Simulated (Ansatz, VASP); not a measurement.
# Two plane-wave programs on Li2O

```
O Li
1.0
     0.00000    2.26156    2.26156
     2.26156    0.00000    2.26156
     2.26156    2.26156    0.00000
O Li
1 2
Direct
  0.00000 0.00000 0.00000
  0.25000 0.25000 0.25000
  0.75000 0.75000 0.75000
```

Alike in both runs: task single point; functional PBE; dispersion D3(BJ); k mesh 10 × 10 × 10; occupations gaussian, width 0.02 eV; no spin polarisation.

```csv
,VASP,Ansatz
version,VASP 6.6.1,Ansatz 0.2.0
potentials or method,"VASP PAW PBE potentials, release 64 (O, Li_sv), cutoff 750 eV","scalar-relativistic, plane waves, PAW"
valence electrons in the cell,12,12
```

|  | VASP | Ansatz | Ansatz less VASP |
| --- | --- | --- | --- |
| gap on the k mesh at the Fermi level (eV) | 5.10 | 5.12 | +0.015 |
| least direct gap on the mesh (eV) | 5.75 | 5.75 | -0.002 |
| pressure (GPa) | -0.1 | 0.0 | +0.14 |
